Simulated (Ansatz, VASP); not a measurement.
**Zn16S16O in VASP and in Ansatz**

```
CELL_PARAMETERS angstrom
7.69231 0.00000 0.00000
-3.84616 -6.66174 0.00000
0.00000 0.00000 -12.58869
ATOMIC_POSITIONS crystal
Zn 0.16021 0.31887 0.25227
Zn 0.66543 0.32526 0.25141
Zn 0.16038 0.82685 0.25235
Zn 0.67039 0.82794 0.28170
Zn 0.83595 0.16267 0.75012
Zn 0.34306 0.16481 0.74660
Zn 0.83595 0.65929 0.75006
Zn 0.33254 0.65919 0.74854
Zn 0.50215 0.49382 0.50133
Zn 0.00074 0.49318 0.49900
Zn 0.50196 0.99394 0.50156
Zn 0.00852 0.99714 0.51054
Zn 0.48903 0.99588 0.99616
Zn 0.01933 0.00272 0.98846
Zn 0.48999 0.47946 0.99660
Zn 0.99851 0.49205 0.00141
S 0.16275 0.32263 0.06378
S 0.66365 0.32444 0.06363
S 0.16212 0.82571 0.06386
S 0.66568 0.82619 0.02476
S 0.83532 0.16179 0.56384
S 0.34284 0.16439 0.56368
S 0.83539 0.65927 0.56376
S 0.33380 0.65965 0.56211
S 0.49515 0.48716 0.31563
S 0.99844 0.49197 0.31220
S 0.49503 0.99350 0.31596
S 0.01229 0.99883 0.32778
S 0.50104 0.99359 0.80978
S 0.01015 0.99809 0.80377
S 0.50137 0.49382 0.81006
S 0.00168 0.49384 0.81475
O 0.77581 0.88305 0.13983
```

Alike in both runs: functional PBE; k mesh 2 × 2 × 2; occupations gaussian, width 0.01 eV; no spin polarisation.

Ansatz relaxed the structure, and its values are those at the end. VASP's run is a single point on that final structure, the one shown.

|  | VASP | Ansatz |
| --- | --- | --- |
| version | VASP 6.6.1 | Ansatz 0.2.0 |
| potentials or method | VASP PAW PBE potentials, release 64 (Zn, S, O), cutoff 520 eV | scalar-relativistic, plane waves, PAW |
| valence electrons in the cell | 294 | 294 |

VASP gave:

| Quantity | Value |
| --- | --- |
| gap on the k mesh at the Fermi level (eV) | 1.93 |
| least direct gap on the mesh (eV) | 1.97 |
| rms of the force components (eV/Å) | 0.014 |

Task: What did Ansatz give for the same quantities?

Result: gap on the k mesh at the Fermi level (eV): 1.94; least direct gap on the mesh (eV): 1.97; rms of the force components (eV/Å): 0.005.

The functional is the same, so the differences come from potentials, cutoffs and numerics.

The k mesh is coarse, so the values compare programs but aren't converged.
